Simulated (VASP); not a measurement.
## Ga4S: single point with RPBE+D3(BJ)

The system is Ga4S.

```
Ga S
1.0
     4.86041    0.00000    0.00000
     0.00000    4.86041    0.00000
     0.00000    0.00000    4.86041
Ga S
4 1
Cartesian
  0.0000 0.0000 0.0000
  2.4302 2.4302 0.0000
  2.4302 0.0000 2.4302
  0.0000 2.4302 2.4302
  2.4302 2.4302 2.4302
```

```yaml
Program: VASP 6.6.1
Task: single point
Functional: RPBE
Dispersion: D3(BJ)
Potentials_or_basis: VASP PAW PBE potentials, release 64 (Ga_d, S)
Cutoff: 520 eV
k_mesh: 8 × 8 × 8
Occupations: gaussian, width 0.1 eV
Spin: no spin polarisation
```

```json
{
 "Pressure": "0.0 GPa",
 "Band gap on the k mesh": "zero (band 29 reaches 5.20 eV, above the bottom of band 30 at 3.23 eV)",
 "Dispersion energy per atom": "-1.381 eV"
}
```

Levels at points of the mesh, in eV from the Fermi level:
| k point | band 25 | band 26 | band 27 | band 28 | band 29 | band 30 | band 31 | band 32 | band 33 | band 34 |
| --- | --- | --- | --- | --- | --- | --- | --- | --- | --- | --- |
| (0.00, 0.00, 0.00) | -5.92 | -4.06 | -4.06 | -1.60 | 0.39 | 0.39 | 0.39 | 3.33 | 3.33 | 3.33 |
| (0.50, 0.00, 0.00) | -4.97 | -4.47 | -3.82 | -0.24 | -0.24 | 1.05 | 1.28 | 2.67 | 2.67 | 2.75 |
| (0.50, 0.50, 0.00) | -5.45 | -4.06 | -0.68 | -0.68 | 0.34 | 1.01 | 1.01 | 1.70 | 1.70 | 1.72 |
| (0.50, 0.50, 0.50) | -4.80 | -2.79 | -2.79 | -2.79 | 0.94 | 0.94 | 0.94 | 3.41 | 3.41 | 3.80 |

Wall time 50 s on 1 thread of Intel(R) Xeon(R) 6975P-C (Granite Rapids), with other jobs on the host, peak memory 0.27 GiB.

Caveat: three body term missing; the PAW data sets were made with another functional, which shifts forces and pressure a little; pairwise dispersion overbinds metals, which lowers pressure and volume.
